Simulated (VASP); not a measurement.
Write the native input for VASP 6.6.1 that does the following.

```yaml
Task: relaxation of cell and atoms
Functional: PBE
Potentials_or_basis: VASP PAW PBE potentials, release 64 (Mg, S)
Cutoff: 600 eV
k_mesh: 4 × 4 × 4
Occupations: gaussian, width 0.2 eV
Spin: no spin polarisation
Dipole_correction: no
Further_INCAR_settings: ALGO = Normal; EDIFF = 1e-07; IBRION = 2; EDIFFG = -0.08; NSW = 36; ISIF = 3
```

The structure of Mg4S lies in POSCAR:

```
Mg4S
1.0
    4.6413982800      0.0000000000      0.0000000000
    0.0000000000      4.6413982800      0.0000000000
    0.0000000000      0.0000000000      4.6413982800
Mg S
4 1
Direct
    0.2500000000      0.2500000000      0.2500000000
    0.7500000000      0.7500000000      0.2500000000
    0.2500000000      0.7500000000      0.7500000000
    0.7500000000      0.2500000000      0.7500000000
    0.0000000000      0.0000000000      0.0000000000
```

The cell was generated, and may not be a known phase.

The input as run:

INCAR

```
SYSTEM = Mg4S
PREC = Accurate
ENCUT = 600
EDIFF = 1E-7
ISMEAR = 0
SIGMA = 0.2
LREAL = .FALSE.
LASPH = .TRUE.
NELM = 120
ALGO = Normal
ISIF = 3
LWAVE = .FALSE.
LCHARG = .FALSE.
GGA = PE
IBRION = 2
NSW = 36
EDIFFG = -0.08
GGA_COMPAT = .FALSE.
NELMIN = 4
```

KPOINTS

```
Automatic mesh
0
G
  4 4 4
  0 0 0
```

Potentials or basis: VASP PAW PBE potentials, release 64 (Mg, S).

Launch:

```console
$ cat potpaw_PBE.64/Mg/POTCAR potpaw_PBE.64/S/POTCAR > POTCAR
$ mpirun -np 1 vasp_std > vasp.out
```

Results of the run:

```yaml
Relaxed_volume: 24.83 Å³/atom
Relaxed_cell: a = 4.989 Å, b = 4.989 Å, c = 4.989 Å, α = 90.00°, β = 90.00°, γ = 90.00°
Space_group_after_relaxing_to_0.1_Å: P-43m (No. 215)
Energy_gained_by_relaxing: 840.2 meV/atom
Ionic_steps: 8
Pressure_after_relaxing: 0.1 GPa
Band_gap_on_the_k_mesh: zero (bands 7 and 8 overlap by 2.68 eV)
```

Caveat: the volume moved by over 15 % at a fixed basis, so the end points are rough.

It took 67 s on 1 thread of AMD EPYC 9R45 96-Core Processor (Zen 5), on a shared host, peak memory 0.21 GiB.
